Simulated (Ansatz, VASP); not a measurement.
**ZnS in VASP and in Ansatz**

INCAR

```
SYSTEM = ZnS
PREC = Accurate
ENCUT = 600
EDIFF = 1E-7
ISMEAR = -1
SIGMA = 0.05
LREAL = .False.
LASPH = .True.
NELM = 60
ALGO = Normal
ISIF = 3
LWAVE = .False.
LCHARG = .False.
GGA = PS
IBRION = 2
NSW = 80
EDIFFG = -0.01
```

KPOINTS

```
Automatic mesh
0
Gamma
  9 9 9
  0 0 0
```

The input POSCAR:

```
ZnS
1.0
    0.0000000000      2.7020000000      2.7020000000
    2.7020000000      0.0000000000      2.7020000000
    2.7020000000      2.7020000000      0.0000000000
Zn S
1 1
Direct
    0.7500000000      0.7500000000      0.7500000000
    0.0000000000      0.0000000000      0.0000000000
```

File input.yaml:

```yaml
crystal:
  lattice:
    - [0.0, 2.702, 2.702]
    - [2.702, 0.0, 2.702]
    - [2.702, 2.702, 0.0]
  atoms:
    - { symbol: Zn, position: [0.75, 0.75, 0.75] }
    - { symbol: S, position: [0.0, 0.0, 0.0] }
kpoints:
  mp_grid: { grid: [9, 9, 9] }
scf:
  occupations: { method: fermi_dirac, width: 0.05 }
hamiltonian:
  xc: pbesol
  pseudopotentials: { kind: all_electron, lapw: { basis_error: 0.001 } }
output:
  forces: true
  stress: true
relax:
  f_tol: 0.01
  max_steps: 60
  cell: {}
```

Alike in both runs: task relaxation of cell and atoms; functional PBEsol; k mesh 9 × 9 × 9; occupations fermi-dirac, width 0.05 eV; no spin polarisation.

```csv
,VASP,Ansatz
version,VASP 6.6.1,Ansatz 0.2.0
potentials or method,"VASP PAW PBE potentials, release 64 (Zn, S), cutoff 600 eV","all-electron LAPW, scalar-relativistic"
```

VASP gave:

| Property | Result |
| --- | --- |
| relaxed volume (Å³/atom) | 19.26 |
| relaxed cell length with the largest relative difference (Å) | 3.791 |

What did Ansatz give for the same quantities?

Relaxed volume (Å³/atom): 19.20; relaxed cell length with the largest relative difference (Å): 3.787.

VASP's potentials were made for PBE, not for PBEsol. Ansatz ran all-electron here, and VASP with PAW potentials.
